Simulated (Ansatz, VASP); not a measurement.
One calculation of BeS, two programs

The input POSCAR:

```
BeS
1.0
    0.0000000000      2.3172971938      2.3172971938
    2.3172971938      0.0000000000      2.3172971938
    2.3172971938      2.3172971938      0.0000000000
Be S
1 1
Direct
    0.0000000000      0.0000000000      0.0000000000
    0.5000000000      0.5000000000      0.5000000000
```

Contents of INCAR.step1:

```
  ALGO = Normal
  EDIFF = 1E-5
  ENCUT = 520
  GGA = PE
  ISIF = 2
  ISMEAR = 0
  LASPH = T
  LCHARG = F
  LREAL = F
  LWAVE = T
  NBANDS = 11
  NELM = 60
  PREC = Accurate
  SIGMA = 0.01
```

The input INCAR.step2:

```
  AEXX = 1.0
  AGGAC = 0.0
  ALDAC = 0.0
  ALGO = Normal
  EDIFF = 1E-6
  ENCUT = 520
  GGA = PE
  ISIF = 2
  ISMEAR = 0
  ISTART = 1
  LASPH = T
  LCHARG = F
  LHFCALC = T
  LREAL = F
  LWAVE = F
  NBANDS = 11
  NELM = 60
  PREC = Accurate
  PRECFOCK = Normal
  SIGMA = 0.01
```

KPOINTS

```
k-points
0
Gamma
  6 6 6
```

Input for Ansatz:

```yaml
crystal:
  lattice:
    - [0.0, 2.3172971938, 2.3172971938]
    - [2.3172971938, 0.0, 2.3172971938]
    - [2.3172971938, 2.3172971938, 0.0]
  atoms:
    - { symbol: Be, position: [0.0, 0.0, 0.0] }
    - { symbol: S, position: [0.5, 0.5, 0.5] }
kpoints:
  mp_grid: { grid: [6, 6, 6] }
  band_path:
    path:
      - [0.0, 0.0, 0.0]
      - [0.5, 0.0, 0.5]
      - [0.625, 0.25, 0.625]
      - [0.375, 0.375, 0.75]
      - [0.5, 0.5, 0.5]
      - [0.5, 0.25, 0.75]
      - [0.0, 0.148438, -0.151042]
      - [0.0, 0.5, 0.5]
    npoints: 1
hamiltonian:
  xc: hf
scf:
  occupations: { method: fixed }
  n_extra_bands: 4
output:
  forces: true
  stress: true
  eigenvalues: true
```

Alike in both runs: task single point; functional HF; k mesh 6 × 6 × 6; no spin polarisation.

|  | VASP | Ansatz |
| --- | --- | --- |
| version | VASP 6.6.1 | Ansatz 0.2.0 |
| potentials or method | VASP PAW PBE potentials, release 64 (Be, S) | plane waves, PAW |
| plane-wave cutoff (eV) | 520 | 420 |
| occupations | gaussian, width 0.01 eV | fixed |
| valence electrons in the cell | 8 | 8 |

Ansatz gave:

- gap on the k mesh at the Fermi level (eV): 7.68
- pressure (GPa): 7.8

**Question.** Estimate VASP's values.

**Answer.** gap on the k mesh at the Fermi level (eV): 7.67; pressure (GPa): 7.0.

VASP's potentials were made for PBE, not for HF. Ansatz's warnings: stress exchange threshold loose, stress scf threshold loose.
